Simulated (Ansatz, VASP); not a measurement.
# Two plane-wave programs on ZnSe5

```xyz
6
Lattice="6.4984 0.0000 0.0000 -3.2492 5.6278 0.0000 0.0000 0.0000 3.5911" Properties=species:S:1:pos:R:3 pbc="T T T"
Zn    0.0000    0.0000    1.7955
Se    4.4747    0.0000    0.0000
Se    3.2492    1.8759    1.7955
Se    1.0119    1.7526    0.0000
Se    0.0000    3.7519    1.7955
Se   -2.2373    3.8752    0.0000
```

Change from the starting cell: species swapped into the SrMg5 type (P-62m, No. 189).

Alike in both runs: functional PBE; k mesh 3 × 3 × 4; occupations gaussian, width 0.1 eV; no spin polarisation.

Ansatz relaxed the structure, and its values are those at the end. VASP's run is a single point on that final structure, the one shown.

|  | VASP | Ansatz |
| --- | --- | --- |
| version | VASP 6.6.1 | Ansatz 0.2.0 |
| potentials or method | VASP PAW PBE potentials, release 64 (Zn, Se), cutoff 520 eV | scalar-relativistic, plane waves, PAW |
| valence electrons in the cell | 42 | 92 |

Ansatz gave:

```
gap on the k mesh at the Fermi level (eV) : none
pressure (GPa)                            : -0.2
rms of the force components (eV/Å)        : 0.006
```

Question: Which values does VASP return?

Answer: gap on the k mesh at the Fermi level (eV): none; pressure (GPa): -0.1; rms of the force components (eV/Å): 0.002.

A gap of «none» marks a metal or a gap that the smearing closes. VASP's potentials hold 42 valence electrons a cell and Ansatz's 92, so a difference there can come from the potentials and not from the codes.

The k mesh is coarse, so the values compare programs but aren't converged.
